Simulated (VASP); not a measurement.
A run of VASP 6.6.1 is set up as follows.

Contents of POSCAR:

```
SiNi
1.0
    4.4648149096      0.0000000000      0.0000000000
    0.0000000000      4.4648149096      0.0000000000
    0.0000000000      0.0000000000      4.4648149096
Si Ni
4 4
Direct
    0.8585590567      0.8585590567      0.8585590567
    0.6414409433      0.1414409433      0.3585590567
    0.3585590567      0.6414409433      0.1414409433
    0.1414409433      0.3585590567      0.6414409433
    0.1481541612      0.1481541612      0.1481541612
    0.3518458388      0.8518458388      0.6481541612
    0.6481541612      0.3518458388      0.8518458388
    0.8518458388      0.6481541612      0.3518458388
```

The input INCAR.step1:

```
SYSTEM = SiNi
PREC = Accurate ; ENCUT = 520
ISMEAR = 0 ; SIGMA = 0.15
LREAL = .False. ; LASPH = .True.
NELM = 60 ; NBANDS = 38
GGA = PE ; ALGO = Normal
EDIFF = 1E-4 ; LWAVE = .True.
LCHARG = .False.
```

INCAR.step2

```
SYSTEM = SiNi
PREC = Accurate ; ENCUT = 520
EDIFF = 1E-6 ; ISMEAR = 0
SIGMA = 0.15 ; LREAL = .False.
LASPH = .True. ; NELM = 60
ALGO = Normal ; ISIF = 2
LWAVE = .False. ; LCHARG = .True.
METAGGA = R2SCAN ; LMIXTAU = .True.
LELF = .True. ; LVHAR = .True.
NBANDS = 38 ; ISTART = 1
```

Contents of KPOINTS:

```
Automatic mesh
0
Gamma
  10 10 10
  0 0 0
```

Potentials or basis: VASP PAW PBE potentials, release 64 (Si, Ni).

Run with:

```console
$ cat potpaw_PBE.64/Si/POTCAR potpaw_PBE.64/Ni/POTCAR > POTCAR
$ cp INCAR.step1 INCAR
$ mpirun -np 1 vasp_std > vasp.out
$ cp INCAR.step2 INCAR
$ mpirun -np 1 vasp_std > vasp.out
```

Question: What does it give for the band gap on the k mesh?

Answer: Zero (bands 28 and 29 overlap by 1.28 eV).

Question: What does it give for the largest force?

Answer: 1.069 eV/Å.

Question: Estimate the pressure.

Answer: 0.9 GPa.

Forces on the atoms (eV/Å):
```
Si  -0.617 -0.617 -0.617
Si   0.617  0.617 -0.617
Si  -0.617  0.617  0.617
Si   0.617 -0.617  0.617
Ni   0.139  0.139  0.139
Ni  -0.139 -0.139  0.139
Ni   0.139 -0.139 -0.139
Ni  -0.139  0.139 -0.139
```

Caveat: the cell differs from its parent crystal (atoms displaced along a vibrational mode); the PAW data sets were made with another functional, which shifts forces and pressure a little. Spin polarisation is off, so any magnetic state and its effect on volume and gap are missing.
